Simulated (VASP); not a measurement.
Wanted: the native input for a VASP 6.6.1 run.

```
Task                   : single point
Functional             : PBEsol
Potentials or basis    : VASP PAW PBE potentials, release 64 (Mo_sv, S)
Cutoff                 : 520 eV
k mesh                 : 12 × 12 × 4
Occupations            : methfessel-paxton, width 0.162 eV
Spin                   : no spin polarisation
Dipole correction      : no
Further INCAR settings : ALGO = Normal; EDIFF = 1e-06; NBANDS = 35
```

The structure of MoS2 lies in POSCAR:

```
MoS2
1.0
    3.1614838859      0.0000000000      0.0000000000
   -1.5807419430      2.7379253588      0.0000000000
    0.0000000000      0.0000000000     13.6048136060
Mo S
2 4
Direct
    0.3333333333      0.6666666667      0.2500000000
    0.6666666667      0.3333333333      0.7500000000
    0.3333333333      0.6666666667      0.6259932117
    0.6666666667      0.3333333333      0.1259932117
    0.3333333333      0.6666666667      0.8740067883
    0.6666666667      0.3333333333      0.3740067883
```

This cell differs from its parent crystal: volume 19.627 Å^3 an atom, c/a of the conventional cell 4.3033.

The input as run:

INCAR

```
SYSTEM = MoS2
PREC = Accurate
ENCUT = 520
EDIFF = 1E-6
ISMEAR = 1
SIGMA = 0.162
LREAL = .FALSE.
LASPH = .TRUE.
NELM = 60
ALGO = Normal
ISIF = 2
LWAVE = .FALSE.
LCHARG = .TRUE.
GGA = PS
LELF = .TRUE.
LVHAR = .TRUE.
NBANDS = 35
```

KPOINTS

```
Automatic mesh
0
G
  12 12 4
  0 0 0
```

Potentials or basis: VASP PAW PBE potentials, release 64 (Mo_sv, S).

Run with:

```bash
$ cat potpaw_PBE.64/Mo_sv/POTCAR potpaw_PBE.64/S/POTCAR > POTCAR
$ mpirun -np 1 vasp_std > vasp.out
```

Results of the run:

```yaml
Pressure: -11.9 GPa
Largest_force: 2.147 eV/Å
Band_gap_on_the_k_mesh: 1.12 eV, indirect (least direct gap 1.86 eV)
```

Caveat: the PAW data sets were made with another functional, which shifts forces and pressure a little; this functional lacks dispersion, which binds the layers, so the pressure and a relaxed spacing across them are unreliable.

It took 2.1 min on 1 thread of AMD EPYC 9R45 96-Core Processor (Zen 5), on a shared host, peak memory 0.32 GiB.
